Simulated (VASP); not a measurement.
Write the native input for VASP 6.6.1 that does the following.

```
Task                   : single point
Functional             : PBE
Potentials or basis    : VASP PAW PBE potentials, release 64 (Al, As)
Cutoff                 : 500 eV
k mesh                 : 2 × 2 × 2
Occupations            : gaussian, width 0.01 eV
Spin                   : no spin polarisation
Dipole correction      : no
Further INCAR settings : ALGO = Normal; EDIFF = 1e-06; NBANDS = 11
```

The structure of AlAs lies in POSCAR:

```
AlAs
1.0
    0.0000000000      2.8305000000      2.8305000000
    2.8305000000      0.0000000000      2.8305000000
    2.8305000000      2.8305000000      0.0000000000
Al As
1 1
Direct
    0.0000000000      0.0000000000      0.0000000000
    0.2500000000      0.2500000000      0.2500000000
```

One way to write it, as run:

INCAR

```
SYSTEM = AlAs
  PREC = Accurate
  ENCUT = 500
  EDIFF = 1E-6
  ISMEAR = 0
  SIGMA = 0.01
  LREAL = .FALSE.
  LASPH = .TRUE.
  NELM = 120
  ALGO = Normal
  ISIF = 2
  LWAVE = .FALSE.
  LCHARG = .TRUE.
  GGA = PE
  LELF = .TRUE.
  LVHAR = .TRUE.
  NBANDS = 11
  GGA_COMPAT = .FALSE.
```

KPOINTS

```
Automatic mesh
0
G
  2 2 2
  0 0 0
```

Potentials or basis: VASP PAW PBE potentials, release 64 (Al, As).

Launch:

```console
$ cat potpaw_PBE.64/Al/POTCAR potpaw_PBE.64/As/POTCAR > POTCAR
$ mpirun -np 1 vasp_std > vasp.out
```

Results of the run:

```
Pressure               : 8.0 GPa
Band gap on the k mesh : 1.26 eV, indirect (least direct gap 2.03 eV)
```

Caveat: the k points lie up to 0.96 Å⁻¹ apart.

It took 10 s on 1 thread of Intel Xeon 8259CL, with other jobs on the host, peak memory 0.16 GiB.
